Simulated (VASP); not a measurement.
Input of a VASP 6.6.1 run:

INCAR

```
ALGO     = Normal         # electronic algorithm
EDIFF    = 1E-6           # SCF threshold, eV
ENCUT    = 520            # plane-wave cutoff, eV
GGA      = PE             # functional
ISIF     = 2              # what is computed and relaxed
ISMEAR   = -1             # smearing method
IVDW     = 13             # dispersion correction
LASPH    = T              # aspherical terms in the spheres
LCHARG   = F              # write CHGCAR
LREAL    = F              # projectors in reciprocal space
LWAVE    = F              # write WAVECAR
NBANDS   = 8              # bands
NELM     = 60             # most SCF steps
PREC     = Accurate       # precision mode
SIGMA    = 0.05           # smearing width, eV
```

KPOINTS

```
k-points
0
Gamma
  12 12 12
```

File POSCAR:

```
Sb
1.0
   -1.5892317622      1.5892317622      2.6043230849
    1.5892317622     -1.5892317622      2.6043230849
    1.5892317622      1.5892317622     -2.6043230849
Sb
1
Direct
    0.0000000000      0.0000000000      0.0000000000
```

Potentials or basis: VASP PAW PBE potentials, release 64 (Sb).

Run with:

```sh
$ cat potpaw_PBE.64/Sb/POTCAR > POTCAR
$ mpirun -np 1 vasp_std > vasp.out
```

**Question.** Estimate the pressure.

**Answer.** -0.1 GPa.

**Question.** Estimate the dispersion energy per atom.

**Answer.** -0.575 eV.

**Question.** Predict the band gap on the k mesh.

**Answer.** Zero (an odd number of electrons rules out a gap without spin polarisation).

Caveat: spin-orbit coupling is left out, which moves the levels of the heavy elements.
